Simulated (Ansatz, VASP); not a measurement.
## AlCu in VASP and in Ansatz

File POSCAR:

```
AlCu
1.0
    2.9975090000      0.0000000000      0.0000000000
    0.0000000000      2.9975090000      0.0000000000
    0.0000000000      0.0000000000      2.9975090000
Al Cu
1 1
Direct
    0.0000000000      0.0000000000      0.0000000000
    0.5667220682      0.5000000000      0.5000000000
```

File INCAR.step1:

```
SYSTEM = AlCu
PREC = Accurate
ENCUT = 520
ISMEAR = 0
SIGMA = 0.15
LREAL = .False.
LASPH = .True.
NELM = 60
NBANDS = 14
GGA = PE
ALGO = Normal
EDIFF = 1E-4
LWAVE = .True.
LCHARG = .False.
```

Contents of INCAR.step2:

```
SYSTEM = AlCu
PREC = Accurate
ENCUT = 520
EDIFF = 1E-7
ISMEAR = 0
SIGMA = 0.15
LREAL = .False.
LASPH = .True.
NELM = 60
ALGO = Normal
ISIF = 2
LWAVE = .False.
LCHARG = .True.
METAGGA = R2SCAN
LMIXTAU = .True.
LELF = .True.
LVHAR = .True.
NBANDS = 14
ISTART = 1
```

KPOINTS

```
Automatic mesh
0
Gamma
  16 16 16
  0 0 0
```

Input for Ansatz:

```yaml
crystal:
  lattice:
    - [2.997509, 0.0, 0.0]
    - [0.0, 2.997509, 0.0]
    - [0.0, 0.0, 2.997509]
  atoms:
    - { symbol: Al, position: [0.0, 0.0, 0.0] }
    - { symbol: Cu, position: [0.5667220682, 0.5, 0.5] }
basis:
  ecutwfc: 500
kpoints:
  mp_grid: { grid: [16, 16, 16] }
hamiltonian:
  xc: r2scan
scf:
  occupations: { method: gaussian, width: 0.15 }
output:
  forces: true
  stress: true
  eigenvalues: true
```

Change from the starting cell: all Cu atoms moved -0.200 Å, as atom 2 towards its neighbour atom 2 (Cu) at 2.998 Å.

Alike in both runs: task single point; functional r2SCAN; k mesh 16 × 16 × 16; occupations gaussian, width 0.15 eV; no spin polarisation.

|  | VASP | Ansatz |
| --- | --- | --- |
| version | VASP 6.6.1 | Ansatz 0.2.0 |
| potentials or method | VASP PAW PBE potentials, release 64 (Al, Cu), cutoff 520 eV | scalar-relativistic, plane waves, PAW |
| valence electrons in the cell | 14 | 22 |

```csv
,VASP,Ansatz,Ansatz less VASP
gap on the k mesh at the Fermi level (eV),none,none,-
pressure (GPa),-3.1,-3.1,+0.02
"traceless stress, the component that is largest in VASP (GPa)",-0.89,-0.89,-0.005
rms of the force components (eV/Å),0.464,0.460,-0.0033
```

VASP's potentials were made for PBE, not for r2SCAN. Atom by atom the forces differ by 0.003 eV/Å (rms over components). A gap of «none» marks a metal or a gap that the smearing closes. With one functional, cell and mesh, what is left measures potentials, basis and numerics. VASP's potentials hold 14 valence electrons a cell and Ansatz's 22, so a difference there can come from the potentials and not from the codes.
